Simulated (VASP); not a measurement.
# CsGaB (P4/mmm) in VASP: notebook, part 2 of 2

VASP 6.6.1.

**3. Relaxation of cell and atoms, PBE**

This run uses another cell than the first one, of 31.42 Å³/atom.

INCAR reads:

```
SYSTEM = CsGaB
  PREC = Accurate
  ENCUT = 600
  EDIFF = 1E-7
  ISMEAR = 0
  SIGMA = 0.1
  LREAL = .FALSE.
  LASPH = .TRUE.
  NELM = 80
  ALGO = Fast
  ISIF = 3
  LWAVE = .FALSE.
  LCHARG = .FALSE.
  GGA = PE
  IBRION = 2
  NSW = 90
  EDIFFG = -0.04
```

KPOINTS reads:

```
Automatic mesh
0
G
  4 4 4
  0 0 0
```

POSCAR reads:

```
CsGaB
1.0
    3.9741836100      0.0000000000      0.0000000000
    0.0000000000      3.9741836100      0.0000000000
    0.0000000000      0.0000000000      5.9676707800
Cs Ga B
1 1 1
Direct
    0.5000000000      0.5000000000      0.5000000000
    0.5000000000      0.5000000000      0.0000000000
    0.0000000000      0.0000000000      0.5000000000
```

Potentials or basis: VASP PAW PBE potentials, release 64 (Cs_sv, Ga_d, B).

On the command line:

```
$ cat potpaw_PBE.64/Cs_sv/POTCAR potpaw_PBE.64/Ga_d/POTCAR potpaw_PBE.64/B/POTCAR > POTCAR
$ mpirun -np 1 vasp_std > vasp.out
```

OUTCAR:

```text
SYSTEM = CsGaB
   PREC = Accurate
   ENCUT = 600
   EDIFF = 1E-7
   ISMEAR = 0
   LREAL = .FALSE.
   LASPH = .TRUE.
   NELM = 80
   ISIF = 3
   GGA = PE
   IBRION = 2
   NSW = 90
   EDIFFG = -0.04

 ion  position               nearest neighbor table
   1  0.500  0.500  0.500-   2 2.98   2 2.98
   2  0.500  0.500  0.000-   1 2.98   1 2.98
   3  0.000  0.000  0.500-

  LATTYP: Found a simple tetragonal cell.
 ALAT       =     3.9741836100
 C/A-ratio  =     1.5016092274

  Lattice vectors:

 A1 = (   3.9741836100,   0.0000000000,   0.0000000000)
 A2 = (   0.0000000000,   3.9741836100,   0.0000000000)
 A3 = (   0.0000000000,   0.0000000000,   5.9676707800)

Analysis of symmetry for initial positions (statically):
=====================================================================
 Subroutine PRICEL returns:
 Original cell was already a primitive cell.

 Routine SETGRP: Setting up the symmetry group for a
 simple tetragonal supercell.

 Subroutine GETGRP returns: Found 16 space group operations
 (whereof 16 operations were pure point group operations)
 out of a pool of 16 trial point group operations.

The static configuration has the point symmetry D_4h.

Analysis of symmetry for dynamics (positions and initial velocities):
=====================================================================
 Subroutine PRICEL returns:
 Original cell was already a primitive cell.

 Routine SETGRP: Setting up the symmetry group for a
 simple tetragonal supercell.

 Subroutine GETGRP returns: Found 16 space group operations
 (whereof 16 operations were pure point group operations)
 out of a pool of 16 trial point group operations.

The dynamic configuration has the point symmetry D_4h.

 Subroutine INISYM returns: Found 16 space group operations
 (whereof 16 operations are pure point group operations),
 and found     1 'primitive' translations

----------------------------------------------------------------------------------------

                                     Primitive cell

  volume of cell :      94.2542

  direct lattice vectors                    reciprocal lattice vectors
     3.974183610  0.000000000  0.000000000     0.251624006  0.000000000  0.000000000
     0.000000000  3.974183610  0.000000000     0.000000000  0.251624006  0.000000000
     0.000000000  0.000000000  5.967670780     0.000000000  0.000000000  0.167569566

  length of vectors
     3.974183610  3.974183610  5.967670780     0.251624006  0.251624006  0.167569566

  position of ions in fractional coordinates (direct lattice)
     0.500000000  0.500000000  0.500000000
     0.500000000  0.500000000  0.000000000
     0.000000000  0.000000000  0.500000000

  ion indices of the primitive-cell ions
   primitive index   ion index
                 1           1
                 2           2
                 3           3

----------------------------------------------------------------------------------------

 KPOINTS: Automatic mesh

Automatic generation of k-mesh.
 Grid dimensions read from file:
 generate k-points for:    4    4    4

 Generating k-lattice:

  Cartesian coordinates                     Fractional coordinates (reciprocal lattice)
     0.062906001  0.000000000  0.000000000     0.250000000  0.000000000  0.000000000
     0.000000000  0.062906001  0.000000000     0.000000000  0.250000000  0.000000000
     0.000000000  0.000000000  0.041892391     0.000000000  0.000000000  0.250000000

  Length of vectors
     0.062906001  0.062906001  0.041892391

  Shift w.r.t. Gamma in fractional coordinates (k-lattice)
     0.000000000  0.000000000  0.000000000

 Subroutine IBZKPT returns following result:
 ===========================================

 Found     18 irreducible k-points:

 Following reciprocal coordinates:
            Coordinates               Weight
  0.000000  0.000000  0.000000      1.000000
  0.250000  0.000000  0.000000      4.000000
  0.500000  0.000000  0.000000      2.000000
  0.250000  0.250000  0.000000      4.000000
  0.500000  0.250000  0.000000      4.000000
  0.500000  0.500000  0.000000      1.000000
[... 10 lines left out ...]
  0.500000  0.250000  0.500000      4.000000
  0.500000  0.500000  0.500000      1.000000
   k-points           NKPTS =     18   k-points in BZ     NKDIM =     18   number of bands    NBANDS=     16
   number of dos      NEDOS =    301   number of ions     NIONS =      3
   total plane-waves  NPLWV =  49152
   dimension x,y,z NGX =    32 NGY =   32 NGZ =   48
   dimension x,y,z NGXF=    64 NGYF=   64 NGZF=   96
   ions per type =               1   1   1
   NGX,Y,Z   is equivalent  to a cutoff of  13.39, 13.39, 13.37 a.u.
   NGXF,Y,Z  is equivalent  to a cutoff of  26.77, 26.77, 26.74 a.u.
 SYSTEM =  CsGaB
   PREC   = accura    normal or accurate (medium, high low for compatibility)
   ISTART =      0    job   : 0-new  1-cont  2-samecut
   ICHARG =      2    charge: 1-file 2-atom 10-const
   ISPIN  =      1    spin polarized calculation?
   LNONCOLLINEAR =      F non collinear calculations
   LSORBIT =      F    spin-orbit coupling
   LASPH  =      T    aspherical Exc in radial PAW
   ENCUT  =  600.0 eV  44.10 Ry    6.64 a.u.   7.94  7.94 11.92*2*pi/ulx,y,z
   NELM   =     80;   NELMIN=  2; NELMDL= -5     # of ELM steps
   EDIFF  = 0.1E-06   stopping-criterion for ELM
   LREAL  =      F    real-space projection
   EDIFFG = -.4E-01   stopping-criterion for IOM
   NSW    =     90    number of steps for IOM
   IBRION =      2    ionic relax: 0-MD 1-quasi-New 2-CG
   NFREE  =      1    steps in history (QN), initial steepest desc. (CG)
   ISIF   =      3    stress and relaxation
   ISYM   =      2    0-nonsym 1-usesym 2-fastsym
   POTIM  = 0.5000    time-step for ionic-motion
   TEBEG  =    0.0;   TEEND  =   0.0 temperature during run
   PSTRESS=    0.0 pullay stress
   NELECT =      25.0000    total number of electrons
   NUPDOWN=      -1.0000    fix difference up-down
   EMIN   =  10.00;   EMAX   =-10.00  energy-range for DOS
   EFERMI =   0.00;   METHOD = LEGACY
   ISMEAR =     0;   SIGMA  =   0.10  broadening in eV -4-tet -1-fermi 0-gaus
   EFERMI_NEDOS =   21; number of points for ismear=-14 and -15
   IALGO  =     68    algorithm
   IMIX   =      4    mixing-type and parameters
     AMIX     =   0.40;   BMIX     =  1.00
     AMIX_MAG =   1.60;   BMIX_MAG =  1.00
  volume/ion in A,a.u.               =      31.42       212.02
  Fermi-wavevector in a.u.,A,eV,Ry     =   1.051852  1.987712 15.053383  1.106392
  Thomas-Fermi vector in A             =   2.186911
   LORBIT       =      0    0 simple, 1 ext, 2 COOP (PROOUT), +10 PAW based schemes
   GGA     = PE    functional components
   LHFCALC =     F    Hartree Fock is set to
   AEXX    =    0.0000 exact exchange contribution
   IVDW    =     0    specifies the selected vdW correction
   LEPSILON=     F    determine dielectric tensor
   LRPA    =     F    only Hartree local field effects (RPA)
 conjugate gradient relaxation of ions
 non-spin polarized calculation
 RMM-DIIS sequential band-by-band and
 Gauss-broadening in eV      SIGMA  =   0.10
  energy-cutoff  :      600.00
  volume of cell :       94.25
 maximum number of plane-waves:      3184
 NGX is ok and might be reduce to    32
   NGX = 15   NGY = 15   NGZ = 23

--------------------------------------- Ionic step        1  -------------------------------------------

 number of electron      24.9999989 magnetization

 Free energy of the ion-electron system (eV)
  ---------------------------------------------------
  ext. energy  EPLUGINS =         0.00000000
  ---------------------------------------------------
  free energy    TOTEN  =        -3.97354893 eV

  energy without entropy =       -3.95758262  energy(sigma->0) =       -3.96556578

------------------------ aborting loop because EDIFF is reached ----------------------------------------

  FORCE on cell =-STRESS in cart. coord.  units (eV):
  Direction    XX          YY          ZZ          XY          YZ          ZX
  --------------------------------------------------------------------------------------
  -------------------------------------------------------------------------------------
  Total        0.6438214      0.6438214      4.0469222      0.0000000      0.0000000     -0.0000000
  in kB       10.9439796     10.9439796     68.7914919      0.0000000      0.0000000     -0.0000000
  external PRESSURE =      30.2264837 kB  Pullay stress =       0.0000000 kB
[... 244 lines left out ...]
  energy  without entropy=       -4.2469385942  energy(sigma->0) =       -4.25246497

--------------------------------------- Ionic step        8  -------------------------------------------

 number of electron      25.0000003 magnetization

 Free energy of the ion-electron system (eV)
  ---------------------------------------------------
  ext. energy  EPLUGINS =         0.00000000
  ---------------------------------------------------
  free energy    TOTEN  =        -4.25873418 eV

  energy without entropy =       -4.24795365  energy(sigma->0) =       -4.25334391

 E-fermi :   0.8249     XC(G=0):  -7.4232

 val. band max:        0.7882597696   @ k =   0.0000   0.0000   0.0000
 cond. band min:       0.8346125712   @ k =   0.2500   0.2500   0.0000
 fundamental gap:      0.0463528016
 Fermi energy:         0.8248857613

 k-point     1 :       0.0000    0.0000    0.0000
  band No.  band energies     occupation
      1     -21.2924      2.00000
      2     -14.8807      2.00000
      3     -14.8598      2.00000
      4     -14.8598      2.00000
      5     -14.8417      2.00000
      6     -14.8278      2.00000
[... 8 lines left out ...]
     15       2.6980      0.00000
     16       3.3418      0.00000
[... 351 lines left out ...]
  FREE ENERGIE OF THE ION-ELECTRON SYSTEM (eV)
  ---------------------------------------------------
  free  energy   TOTEN  =        -4.2587341799 eV

  energy  without entropy=       -4.2479536465  energy(sigma->0) =       -4.25334391

 reached required accuracy - stopping structural energy minimisation
```

CONTCAR:

```text
CsGaB
   1.00000000000000
     4.1412857381689365    0.0000000000000000   -0.0000000000000000
     0.0000000000000000    4.1412857381689365   -0.0000000000000000
     0.0000000000000000   -0.0000000000000000    7.0514519177278245
  Cs              Ga              B
     1     1     1
Direct
     0.5000000000000000    0.5000000000000000    0.5000000000000000
     0.5000000000000000    0.5000000000000000    0.0000000000000000
     0.0000000000000000    0.0000000000000000    0.5000000000000000

  0.00000000E+00  0.00000000E+00  0.00000000E+00
  0.00000000E+00  0.00000000E+00  0.00000000E+00
  0.00000000E+00  0.00000000E+00  0.00000000E+00
```

Wall time 6.3 min (1 thread of AMD EPYC 7R43 (Zen 3), shared host); peak memory 0.2 GiB.

Results:

```
Free energy                           : -4.2587 eV
Relaxed volume                        : 40.31 Å³/atom
Relaxed cell                          : a = 4.141 Å, b = 4.141 Å, c = 7.051 Å, α = 90.00°, β = 90.00°, γ = 90.00°
Space group after relaxing (to 0.1 Å) : P4/mmm (No. 123)
Energy gained by relaxing             : 95.1 meV/atom
Ionic steps                           : 8
Pressure after relaxing               : 0.0 GPa
Band gap on the k mesh                : zero (an odd number of electrons rules out a gap without spin polarisation)
```

Step by step:
| step | energy change (eV) | largest force (eV/Å) | pressure (GPa) | volume (Å³) |
| --- | --- | --- | --- | --- |
| 1 | 0.0000 | 0.0000 | 3.02 | 94.25 |
| 2 | -0.1898 | 0.0000 | 1.52 | 102.48 |
| 3 | -0.2583 | 0.0000 | 0.80 | 109.63 |
| 4 | -0.2730 | 0.0000 | -0.05 | 124.54 |
| 5 | -0.2809 | 0.0000 | 0.19 | 119.23 |
| 6 | -0.2810 | 0.0000 | 0.25 | 118.21 |
| 7 | -0.2844 | 0.0000 | 0.09 | 119.81 |
| 8 | -0.2852 | 0.0000 | -0.01 | 120.93 |

Final structure:
```yaml
crystal:
  lattice:
    - [4.14129, 0.00000, 0.00000]
    - [0.00000, 4.14129, 0.00000]
    - [0.00000, 0.00000, 7.05145]
  atoms:
    - { symbol: Cs, position: [0.50000, 0.50000, 0.50000] }
    - { symbol: Ga, position: [0.50000, 0.50000, 0.00000] }
    - { symbol: B, position: [0.00000, 0.00000, 0.50000] }
```

Caveat: the k points lie up to 0.38 Å⁻¹ apart in the final cell, too coarse for converged energies and pressures of a metal; the volume moved by over 15 % at a fixed basis, so the end points are rough; spin-orbit coupling is left out, which moves the levels of the heavy elements.

The gap in the log of VASP goes by the Fermi energy; the results here count the filled bands.